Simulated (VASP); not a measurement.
A run of VASP 6.6.1 is set up as follows.

File INCAR:

```
PREC = Accurate
ENCUT = 520
EDIFF = 1E-7
ISMEAR = 0
SIGMA = 0.1
LREAL = F
LASPH = T
NELM = 80
ALGO = Fast
ISIF = 2
LWAVE = F
LCHARG = F
GGA = PE
NBANDS = 55
```

KPOINTS

```
Automatic mesh
0
Gamma
  6 6 6
```

File POSCAR:

```
Hf4Si
1.0
    5.9832818500      0.0000000000      0.0000000000
    0.0000000000      5.9832818500      0.0000000000
    0.0000000000      0.0000000000      5.3039010749
Hf Si
8 2
Direct
    0.6615709709      0.1615709709      0.7416462156
    0.8384290291      0.6615709709      0.7416462156
    0.3384290291      0.1615709709      0.2583537844
    0.6615709709      0.8384290291      0.2583537844
    0.1615709709      0.3384290291      0.7416462156
    0.8384290291      0.3384290291      0.2583537844
    0.1615709709      0.6615709709      0.2583537844
    0.3384290291      0.8384290291      0.7416462156
    0.5000000000      0.5000000000      0.0000000000
    0.0000000000      0.0000000000      0.0000000000
```

Potentials or basis: VASP PAW PBE potentials, release 64 (Hf_pv, Si).

Run with:

```sh
$ cat potpaw_PBE.64/Hf_pv/POTCAR potpaw_PBE.64/Si/POTCAR > POTCAR
$ mpirun -np 1 vasp_std > vasp.out
```

(1) Estimate the largest force.

(2) What does it give for the pressure?

(3) Estimate the band gap on the k mesh.

## Answers

(1) 0.026 eV/Å.

(2) 17.5 GPa.

(3) zero (bands 44 and 45 overlap by 0.52 eV).

Caveat: the cell stands under pressure; spin-orbit coupling is left out, which moves the levels of the heavy elements.
